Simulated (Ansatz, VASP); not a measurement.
AlNi in VASP and in Ansatz

INCAR

```
SYSTEM = AlNi
  PREC = Accurate
  ENCUT = 520
  EDIFF = 1E-6
  ISMEAR = 0
  SIGMA = 0.1
  LREAL = .FALSE.
  LASPH = .TRUE.
  NELM = 80
  ALGO = Normal
  ISIF = 2
  LWAVE = .FALSE.
  LCHARG = .FALSE.
  GGA = PS
  NBANDS = 14
```

File KPOINTS:

```
Automatic mesh
0
G
  10 10 10
  0 0 0
```

File POSCAR:

```
AlNi
1.0
    1.9386940000     -1.9531901500      0.0000000000
    1.9386940000      1.9531901500      0.0000000000
    0.0000000000      0.0000000000      3.0994300413
Al Ni
1 1
Direct
    0.0000000000      0.0000000000      0.0000000000
    0.5000000000      0.5000000000      0.5000000000
```

Input for Ansatz:

```yaml
crystal:
  lattice:
    - [1.938694, -1.95319015, 0.0]
    - [1.938694, 1.95319015, 0.0]
    - [0.0, 0.0, 3.0994300413]
  atoms:
    - { symbol: Al, position: [0.0, 0.0, 0.0] }
    - { symbol: Ni, position: [0.5, 0.5, 0.5] }
basis:
  ecutwfc: 420
kpoints:
  mp_grid: { grid: [10, 10, 10] }
hamiltonian:
  xc: pbesol
scf:
  occupations: { method: gaussian, width: 0.1 }
output:
  forces: true
  stress: true
  eigenvalues: true
```

Alike in both runs: task single point; functional PBEsol; k mesh 10 × 10 × 10; occupations gaussian, width 0.1 eV; no spin polarisation.

|  | VASP | Ansatz |
| --- | --- | --- |
| version | VASP 6.6.1 | Ansatz 0.2.0 |
| potentials or method | VASP PAW PBE potentials, release 64 (Al, Ni), cutoff 520 eV | scalar-relativistic, plane waves, PAW |
| valence electrons in the cell | 13 | 21 |

```tsv
	VASP	Ansatz	Ansatz less VASP
gap on the k mesh at the Fermi level (eV)	none	none	-
pressure (GPa)	0.6	0.5	-0.15
traceless stress, the component that is largest in VASP (GPa)	-4.40	-4.26	+0.135
```

VASP's potentials were made for PBE, not for PBEsol. A gap of «none» marks a metal or a gap that the smearing closes. The functional is the same, so the differences come from potentials, cutoffs and numerics. VASP's potentials hold 13 valence electrons a cell and Ansatz's 21, so a difference there can come from the potentials and not from the codes.
